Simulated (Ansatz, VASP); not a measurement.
CuSn3: VASP beside Ansatz

```
Sn Cu
1.0
    -2.26938    2.26938    4.93480
     2.26938   -2.26938    4.93480
     2.26938    2.26938   -4.93480
Sn Cu
3 1
Cartesian
  0.0000 0.0000 4.9348
  2.2694 0.0000 2.4674
  0.0000 2.2694 2.4674
  0.0000 0.0000 0.0000
```

Alike in both runs: task single point; functional PBEsol; k mesh 8 × 8 × 8; occupations fermi-dirac, width 0.05 eV; no spin polarisation.

```csv
,VASP,Ansatz
version,VASP 6.6.1,Ansatz 0.2.0
potentials or method,"VASP PAW PBE potentials, release 64 (Sn_d, Cu)",Ansatz PAW
plane-wave cutoff (eV),520,420
valence electrons in the cell,53,61
```

|  | VASP | Ansatz | Ansatz less VASP |
| --- | --- | --- | --- |
| gap on the k mesh at the Fermi level (eV) | none | none | - |
| pressure (GPa) | -5.6 | -5.6 | +0.02 |
| traceless stress, the component that is largest in VASP (GPa) | -0.21 | -0.21 | 0.000 |

VASP's potentials were made for PBE, not for PBEsol. A gap of «none» marks a metal or a gap that the smearing closes. VASP's potentials hold 53 valence electrons a cell and Ansatz's 61, so a difference there can come from the potentials and not from the codes.
